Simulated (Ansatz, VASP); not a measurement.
Eu: VASP beside Ansatz

Contents of INCAR:

```
  PREC = Accurate
  ENCUT = 520
  EDIFF = 1E-7
  ISMEAR = 0
  SIGMA = 0.05
  LREAL = False
  LASPH = True
  NELM = 150
  ALGO = Normal
  ISIF = 2
  LWAVE = False
  LCHARG = True
  ISPIN = 2
  MAGMOM = 7
  LORBIT = 11
  LMAXMIX = 6
  GGA = PE
  LELF = True
  LVHAR = True
  NBANDS = 18
```

The input KPOINTS:

```
Automatic mesh
0
Gamma
  14 14 14
```

The input POSCAR:

```
Eu
1.0
   -2.3050000000      2.3050000000      2.3050000000
    2.3050000000     -2.3050000000      2.3050000000
    2.3050000000      2.3050000000     -2.3050000000
Eu
1
Direct
    0.0000000000      0.0000000000      0.0000000000
```

Input for Ansatz:

```yaml
crystal:
  lattice:
    - [-2.305, 2.305, 2.305]
    - [2.305, -2.305, 2.305]
    - [2.305, 2.305, -2.305]
  atoms:
    - { symbol: Eu, position: [0.0, 0.0, 0.0], spin: 7.0 }
basis:
  ecutwfc: 600
  ecutrho_ratio: 5
kpoints:
  mp_grid: { grid: [14, 14, 14] }
hamiltonian:
  xc: pbe
scf:
  occupations: { method: gaussian, width: 0.05 }
output:
  forces: true
  stress: true
  eigenvalues: true
  populations: true
magnetization:
  spin_polarized: true
```

Alike in both runs: task single point; functional PBE; k mesh 14 × 14 × 14; occupations gaussian, width 0.05 eV; collinear spin.

|  | VASP | Ansatz |
| --- | --- | --- |
| version | VASP 6.6.1 | Ansatz 0.2.0 |
| potentials or method | VASP PAW PBE potentials, release 64 (Eu), cutoff 520 eV | scalar-relativistic, plane waves, PAW |
| valence electrons in the cell | 17 | 17 |

|  | VASP | Ansatz | Ansatz less VASP |
| --- | --- | --- | --- |
| pressure (GPa) | -1.8 | -1.6 | +0.25 |
| net moment per atom (μB) | 7.33 | 7.33 | +0.002 |
| size of the moment on the site where the two differ most (μB) | 6.70 | 7.08 | +0.382 |

Site moments also hang on the region over which each program counts them.

Spin-orbit coupling is off throughout.
